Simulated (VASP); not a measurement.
Wanted: the native input for a VASP 6.6.1 run.

- Task: single point
- Functional: BLYP
- Dispersion: D3(BJ)
- Potentials or basis: VASP PAW PBE potentials, release 64 (Ti_sv)
- Cutoff: 520 eV
- k mesh: 11 × 11 × 11
- Occupations: gaussian, width 0.025 eV
- Spin: no spin polarisation
- Dipole correction: no
- Further INCAR settings: ALGO = Fast; EDIFF = 1e-06; NBANDS = 12

The structure of Ti lies in POSCAR:

```
Ti
1.0
    0.0000000000      2.0025642044      2.0025642044
    2.0025642044      0.0000000000      2.0025642044
    2.0025642044      2.0025642044      0.0000000000
Ti
1
Direct
    0.0000000000      0.0000000000      0.0000000000
```

These files were run (other wordings do the same):

INCAR

```
PREC = Accurate
ENCUT = 520
EDIFF = 1E-6
ISMEAR = 0
SIGMA = 0.025
LREAL = False
LASPH = True
NELM = 80
ALGO = Fast
ISIF = 2
LWAVE = False
LCHARG = False
GGA = B5
ALDAX = 1.0
AGGAX = 1.0
AGGAC = 1.0
ALDAC = 0.0
IVDW = 12
VDW_S6 = 1.0
VDW_S8 = 2.6996
VDW_A1 = 0.4298
VDW_A2 = 4.2359
NBANDS = 12
```

KPOINTS

```
Automatic mesh
0
Gamma
  11 11 11
```

Potentials or basis: VASP PAW PBE potentials, release 64 (Ti_sv).

Command:

```sh
$ cat potpaw_PBE.64/Ti_sv/POTCAR > POTCAR
$ mpirun -np 1 vasp_std > vasp.out
```

Results of the run:

```yaml
Pressure: -4.4 GPa
Band_gap_on_the_k_mesh: zero (band 6 reaches 10.39 eV, above the bottom of band 7 at 9.24 eV)
Dispersion_energy_per_atom: -1.545 eV
```

Caveat: three body term missing; the PAW data sets were made with another functional, which shifts forces and pressure a little; pairwise dispersion overbinds metals, which lowers pressure and volume.

Run time: 42 s on 1 thread of Intel(R) Xeon(R) Platinum 8375C CPU @ 2.90GHz (Ice Lake), on a shared host, peak memory 0.15 GiB.
